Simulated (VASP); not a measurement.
## Si53Ge (a cell with a defect): single point with PBE

Si53Ge (a cell with a defect):

```xyz
54
Lattice="0.0000 8.2051 -8.2051 8.2051 8.2051 0.0000 8.2051 0.0000 -8.2051" Properties=species:S:1:pos:R:3 pbc="T T T"
Ge    6.8376    6.8376   -9.5727
Si    9.5768    9.5768   -9.5731
Si   12.3035   12.3035   -9.5731
Si    6.8381    4.0984   -6.8334
Si    9.5768    6.8372   -6.8334
Si   12.3081    9.5722   -6.8380
Si    6.8381    9.5768  -12.3119
Si    9.5725   12.3079  -12.3075
Si   12.3035   15.0423  -12.3119
Si    4.0984    6.8381   -6.8334
Si    6.8372    9.5768   -6.8334
Si    9.5722   12.3081   -6.8380
Si    4.1030    4.1030   -4.1021
Si    6.8376    6.8376   -4.1024
Si    9.5722    9.5722   -4.1021
Si    4.0984    9.5768   -9.5722
Si    6.8376   12.3078   -9.5727
Si    9.5725   15.0428   -9.5727
Si    9.5768    6.8381  -12.3119
Si   12.3079    9.5725  -12.3075
Si   15.0423   12.3035  -12.3119
Si    9.5768    4.0984   -9.5722
Si   12.3078    6.8376   -9.5727
Si   15.0428    9.5725   -9.5727
Si    9.5725    9.5725  -15.0429
Si   12.3079   12.3079  -15.0429
Si   15.0428   15.0428  -15.0429
Si    8.2263    8.2263  -10.9613
Si   10.9402   10.9402  -10.9404
Si    5.4489    5.4489  -10.9613
Si    8.2263    5.4489   -8.1840
Si   10.9401    8.2047   -8.2056
Si   13.6757   10.9403   -8.2056
Si    8.2053   10.9402  -13.6752
Si   10.9402   13.6750  -13.6752
Si    5.4705    8.2047  -13.6751
Si    5.4489    8.2263   -8.1840
Si    8.2047   10.9401   -8.2056
Si   10.9403   13.6757   -8.2056
Si    5.4705    5.4705   -5.4702
Si    8.2047    8.2047   -5.4702
Si    2.7350    2.7350   -5.4701
Si    5.4705   10.9401  -10.9397
Si    8.2050   13.6754  -10.9400
Si    2.7352    8.2047  -10.9397
Si   10.9402    8.2053  -13.6752
Si   13.6750   10.9402  -13.6752
Si    8.2047    5.4705  -13.6751
Si   10.9401    5.4705  -10.9397
Si   13.6754    8.2050  -10.9400
Si    8.2047    2.7352  -10.9397
Si   10.9402   10.9402  -16.4101
Si   13.6754   13.6754  -16.4104
Si    8.2050    8.2050  -16.4104
```

```yaml
Program: VASP 6.6.1
Task: single point
Functional: PBE
Potentials_or_basis: VASP PAW PBE potentials, release 64 (Ge_d, Si)
Cutoff: 520 eV
k_mesh: 2 × 2 × 2
Occupations: gaussian, width 0.02 eV
Spin: no spin polarisation
Dipole_correction: no
Further_INCAR_settings: LREAL = Auto; ALGO = Normal; EDIFF = 1e-07; NBANDS = 146
```

```
Pressure               : 0.2 GPa
Largest force          : 0.007 eV/Å
Band gap on the k mesh : 0.71 eV
```

Forces in eV/Å, atoms in the order of the input:
```
Ge   0.000  0.000  0.000
Si   0.005  0.005  0.000
Si  -0.005 -0.005  0.000
Si   0.000 -0.005  0.005
Si   0.005  0.000  0.005
Si  -0.002  0.002  0.002
Si   0.000  0.005 -0.005
Si   0.000  0.000  0.000
Si  -0.005  0.000 -0.005
Si  -0.005  0.000  0.005
Si   0.000  0.005  0.005
Si   0.002 -0.002  0.002
Si  -0.002 -0.002 -0.002
Si   0.000  0.000  0.002
Si   0.002  0.002 -0.002
Si  -0.005  0.005  0.000
Si   0.000  0.002  0.000
Si  -0.002  0.000  0.000
Si   0.005  0.000 -0.005
Si   0.000  0.000  0.000
Si   0.000 -0.005 -0.005
Si   0.005 -0.005  0.000
Si   0.002  0.000  0.000
Si   0.000 -0.002  0.000
Si   0.000  0.000  0.000
Si   0.000  0.000  0.000
Si   0.000  0.000 -0.002
Si  -0.002 -0.002  0.002
Si   0.000  0.000  0.002
Si   0.002  0.002  0.002
Si  -0.002  0.002 -0.002
Si   0.002 -0.001 -0.001
Si   0.001 -0.002 -0.001
Si  -0.002  0.000  0.000
Si   0.000  0.002  0.000
Si   0.001 -0.001 -0.002
Si   0.002 -0.002 -0.002
Si  -0.001  0.002 -0.001
Si  -0.002  0.001 -0.001
Si   0.001  0.001  0.002
Si  -0.001 -0.001  0.002
Si   0.000  0.000  0.000
Si   0.001  0.002  0.001
Si   0.002 -0.002 -0.002
Si  -0.002 -0.001  0.001
Si   0.000 -0.002  0.000
Si   0.002  0.000  0.000
Si  -0.001  0.001 -0.002
Si   0.002  0.001  0.001
Si  -0.002  0.002 -0.002
Si  -0.001 -0.002  0.001
Si   0.000  0.000 -0.002
Si  -0.002 -0.002  0.002
Si   0.002  0.002  0.002
```

Levels at points of the mesh, in eV from the valence-band top:
```tsv
k point	band 111	band 112	band 113	band 114	band 115	band 116
(0.00, 0.00, 0.00)	0.00	0.00	0.00	0.71	0.75	0.75
(0.50, 0.00, 0.00)	-0.46	-0.43	-0.43	1.06	1.07	1.07
(0.50, 0.50, 0.00)	-0.56	-0.55	-0.55	0.74	0.75	1.69
```

Run time: 19 min on 1 thread of Intel(R) Xeon(R) Platinum 8259CL CPU @ 2.50GHz (Skylake/Cascade Lake) (shared host), peak memory 1.4 GiB.
